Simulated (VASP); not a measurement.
Input of a VASP 6.6.1 run:

Contents of POSCAR:

```
Ba
1.0
   -2.5367939014      2.5367939014      2.5367939014
    2.5367939014     -2.5367939014      2.5367939014
    2.5367939014      2.5367939014     -2.5367939014
Ba
1
Direct
    0.0000000000      0.0000000000      0.0000000000
```

The input INCAR.step1:

```
ALGO = Normal
EDIFF = 1E-4
ENCUT = 520
GGA = PE
ISMEAR = -1
LASPH = T
LCHARG = F
LREAL = F
LWAVE = T
NBANDS = 11
NELM = 100
PREC = Accurate
SIGMA = 0.1
```

Contents of INCAR.step2:

```
ALGO = Normal
EDIFF = 1E-6
ENCUT = 520
ISIF = 2
ISMEAR = -1
ISTART = 1
LASPH = T
LCHARG = T
LELF = T
LMIXTAU = T
LREAL = F
LVHAR = T
LWAVE = F
METAGGA = R2SCAN
NBANDS = 11
NELM = 100
PREC = Accurate
SIGMA = 0.1
```

Contents of KPOINTS:

```
k-points
0
Gamma
  2 2 2
```

Potentials or basis: VASP PAW PBE potentials, release 64 (Ba_sv).

The run is started by

```console
$ cat potpaw_PBE.64/Ba_sv/POTCAR > POTCAR
$ cp INCAR.step1 INCAR
$ mpirun -np 1 vasp_std > vasp.out
$ cp INCAR.step2 INCAR
$ mpirun -np 1 vasp_std > vasp.out
```

Estimate the band gap on the k mesh.

zero (filled and empty bands touch).

Predict the pressure.

-4.4 GPa.

Caveat: the k points lie up to 0.88 Å⁻¹ apart; the PAW data sets were made with another functional, which shifts forces and pressure a little; spin-orbit coupling is left out, which moves the levels of the heavy elements.
